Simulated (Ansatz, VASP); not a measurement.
## One calculation of Sn, two programs

Contents of INCAR:

```
SYSTEM = Sn
PREC = Accurate
ENCUT = 520
EDIFF = 1E-6
ISMEAR = -1
SIGMA = 0.3
LREAL = .False.
LASPH = .True.
NELM = 60
ALGO = Normal
ISIF = 2
LWAVE = .False.
LCHARG = .False.
GGA = PE
NBANDS = 21
```

Contents of KPOINTS:

```
Automatic mesh
0
Gamma
  11 11 8
  0 0 0
```

POSCAR

```
Sn
1.0
   -2.9773321013      2.9790067394      1.6030901642
    2.9790067394     -2.9773321013      1.6030901642
    2.9770686044      2.9770686044     -1.6000204610
Sn
2
Direct
    0.0000231878      0.9999768122      0.0000000000
    0.7499768122      0.2500231878      0.5000000000
```

Input for Ansatz:

```yaml
crystal:
  lattice:
    - [-2.9773321013, 2.9790067394, 1.6030901642]
    - [2.9790067394, -2.9773321013, 1.6030901642]
    - [2.9770686044, 2.9770686044, -1.600020461]
  atoms:
    - { symbol: Sn, position: [2.31878e-05, 0.9999768122, 0.0] }
    - { symbol: Sn, position: [0.7499768122, 0.2500231878, 0.5] }
hamiltonian:
  xc: pbe
  pseudopotentials:
    kind: paw
    azcp:
      Sn: "pseudopotentials/Sn.paw.azcp"
basis:
  ecutwfc: 420
  fft_grid_basis: typed
kpoints:
  mp_grid: { grid: [11, 11, 8], shift: [0, 0, 0] }
magnetization:
  spin_polarized: false
scf:
  occupations: { method: fermi_dirac, width: 0.3 }
  lower_state_search: "off"
output:
  stress: true
```

Alike in both runs: task single point; functional PBE; k mesh 11 × 11 × 8; occupations fermi-dirac, width 0.3 eV; no spin polarisation.

|  | VASP | Ansatz |
| --- | --- | --- |
| version | VASP 6.6.1 | Ansatz 0.2.0 |
| potentials or method | VASP PAW PBE potentials, release 64 (Sn_d), cutoff 520 eV | plane waves (420 eV) with PAW, scalar-relativistic |
| valence electrons in the cell | 28 | 28 |

Ansatz gave:

| Item | Value |
| --- | --- |
| pressure (GPa) | 0.5 |
| traceless stress, the component that is largest in VASP (GPa) | -0.06 |

Problem. Which values does VASP return?

Solution. Pressure (GPa): 0.5; traceless stress, the component that is largest in VASP (GPa): -0.05.
